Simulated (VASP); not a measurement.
A run of VASP 6.6.1:

File INCAR:

```
PREC = Accurate ; ENCUT = 520
EDIFF = 1E-6 ; ISMEAR = -1
SIGMA = 0.05 ; LREAL = False
LASPH = True ; NELM = 80
ALGO = Normal ; ISIF = 2
LWAVE = False ; LCHARG = True
GGA = PE ; LELF = True
LVHAR = True ; NBANDS = 15
```

File KPOINTS:

```
Automatic mesh
0
Gamma
  8 8 8
```

Contents of POSCAR:

```
PtSe
1.0
    0.0000000000      2.8169441941      2.8169441941
    2.8169441941      0.0000000000      2.8169441941
    2.8169441941      2.8169441941      0.0000000000
Pt Se
1 1
Direct
    0.5000000000      0.5000000000      0.5000000000
    0.0000000000      0.0000000000      0.0000000000
```

Potentials or basis: VASP PAW PBE potentials, release 64 (Pt, Se).

Run with:

```bash
$ cat potpaw_PBE.64/Pt/POTCAR potpaw_PBE.64/Se/POTCAR > POTCAR
$ mpirun -np 1 vasp_std > vasp.out
```

Hardware: 1 thread of Intel(R) Xeon(R) Platinum 8259CL CPU @ 2.50GHz (Skylake/Cascade Lake), with other jobs on the host.

Estimate the wall time of this run.

It took 19 s on 1 thread of Intel(R) Xeon(R) Platinum 8259CL CPU @ 2.50GHz (Skylake/Cascade Lake) (shared host), peak memory 0.17 GiB. Counts: scf iterations 12, k points 29.
